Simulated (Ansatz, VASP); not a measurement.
# AlAs: VASP beside Ansatz

File INCAR:

```
SYSTEM = AlAs
PREC = Accurate
ENCUT = 500
EDIFF = 1E-6
ISMEAR = 0
SIGMA = 0.05
LREAL = .FALSE.
LASPH = .TRUE.
NELM = 120
ALGO = Normal
ISIF = 2
LWAVE = .FALSE.
LCHARG = .FALSE.
GGA = RP
IVDW = 13
NBANDS = 11
GGA_COMPAT = .FALSE.
```

Contents of KPOINTS:

```
Automatic mesh
0
G
  8 8 8
  0 0 0
```

Contents of POSCAR:

```
AlAs
1.0
    0.0000000000      2.8539038331      2.8539038331
    2.8539038331      0.0000000000      2.8539038331
    2.8539038331      2.8539038331      0.0000000000
Al As
1 1
Direct
    0.0000000000      0.0000000000      0.0000000000
    0.7500000000      0.7500000000      0.7500000000
```

Input for Ansatz:

```yaml
crystal:
  lattice:
    - [0.0, 2.8539038331, 2.8539038331]
    - [2.8539038331, 0.0, 2.8539038331]
    - [2.8539038331, 2.8539038331, 0.0]
  atoms:
    - { symbol: Al, position: [0.0, 0.0, 0.0] }
    - { symbol: As, position: [0.75, 0.75, 0.75] }
basis:
  ecutwfc: 420
  ecutrho_ratio: 4
kpoints:
  mp_grid: { grid: [8, 8, 8] }
hamiltonian:
  xc: rpbe
  dispersion: d4
scf:
  occupations: { method: gaussian, width: 0.05 }
output:
  forces: true
  stress: true
  eigenvalues: true
```

Alike in both runs: task single point; functional RPBE; dispersion D4; k mesh 8 × 8 × 8; occupations gaussian, width 0.05 eV; no spin polarisation.

|  | VASP | Ansatz |
| --- | --- | --- |
| version | VASP 6.6.1 | Ansatz 0.2.0 |
| potentials or method | VASP PAW PBE potentials, release 64 (Al, As), cutoff 500 eV | scalar-relativistic, plane waves, PAW |
| valence electrons in the cell | 8 | 18 |

```csv
,VASP,Ansatz,Ansatz less VASP
gap on the k mesh at the Fermi level (eV),1.56,1.57,+0.007
least direct gap on the mesh (eV),2.00,1.99,-0.006
pressure (GPa),-2.6,-2.7,-0.07
```

VASP's potentials were made for PBE, not for RPBE. VASP's potentials hold 8 valence electrons a cell and Ansatz's 18, so a difference there can come from the potentials and not from the codes.
